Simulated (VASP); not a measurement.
Runs of VASP 6.6.1 on MoS2. The structure is that of space group P-3m1 (No. 164), or close to it. The cells are those of the table. 

| cell | gap on the mesh (eV) | pressure (GPa) | largest force (eV/Å) |
| --- | --- | --- | --- |
| a = 3.316, b = 3.316, c = 5.496 Å, angles 90.0, 90.0, 120.0°, 3 atoms | none | (b) | 1.05 |
| a = 2.956, b = 2.956, c = 6.916 Å, angles 90.0, 90.0, 120.0°, 3 atoms | none | -2.4 | 1.78 |
| a = 3.184, b = 3.184, c = 5.960 Å, angles 90.0, 90.0, 120.0°, 3 atoms | none | 0.7 | 0.31 |
| a = 3.230, b = 3.230, c = 5.794 Å, angles 90.0, 90.0, 120.0°, 3 atoms | none | 1.1 | 0.60 |
| a = 3.043, b = 3.043, c = 6.527 Å, angles 90.0, 90.0, 120.0°, 3 atoms | none | (a) | 0.88 |

Alike in all rows: task single point; level PBEsol; potentials or basis VASP PAW PBE potentials, release 64 (Mo_sv, S); no spin polarisation; k mesh 18 × 18 × 10; cutoff (eV) 520; smearing gaussian 0.15 eV.

Question: Fill in the values left out.

Answer: (a) -1.5; (b) 1.5.

Caveats: the PAW data sets were made with another functional, which shifts forces and pressure a little; this functional lacks dispersion, which binds layers or chains, so the pressure and a relaxed spacing across them are unreliable (at least some runs); the stress differs along the axes, from -2 to 9 GPa (at least some runs); the stress differs along the axes, from -19 to 6 GPa (at least some runs); the stress differs along the axes, from -1 to 5 GPa (at least some runs); the stress differs along the axes, from -9 to 2 GPa (at least some runs).

A k mesh can miss the band edges, and the runs leave out spin-orbit coupling on Mo.

A gap of «none» marks levels without a gap at the run's occupations.
